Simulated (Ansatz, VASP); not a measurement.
One calculation of GaP, two programs

```
CELL_PARAMETERS angstrom
0.00000 2.82678 2.67967
2.67967 0.00000 2.67967
2.67967 2.82678 0.00000
ATOMIC_POSITIONS crystal
Ga 0.00000 0.00000 0.00000
P 0.75000 0.75000 0.75000
```

Alike in both runs: task single point; functional PBE; k mesh 10 × 10 × 10; occupations gaussian, width 0.05 eV; no spin polarisation.

|  | VASP | Ansatz |
| --- | --- | --- |
| version | VASP 6.6.1 | Ansatz 0.2.0 |
| potentials or method | VASP PAW PBE potentials, release 64 (Ga_d, P), cutoff 520 eV | scalar-relativistic, plane waves, PAW |
| valence electrons in the cell | 18 | 18 |

```csv
,VASP,Ansatz,Ansatz less VASP
gap on the k mesh at the Fermi level (eV),1.35,1.35,+0.001
least direct gap on the mesh (eV),1.67,1.67,+0.002
pressure (GPa),2.2,2.2,+0.02
"traceless stress, the component that is largest in VASP (GPa)",-2.87,-2.87,+0.004
```
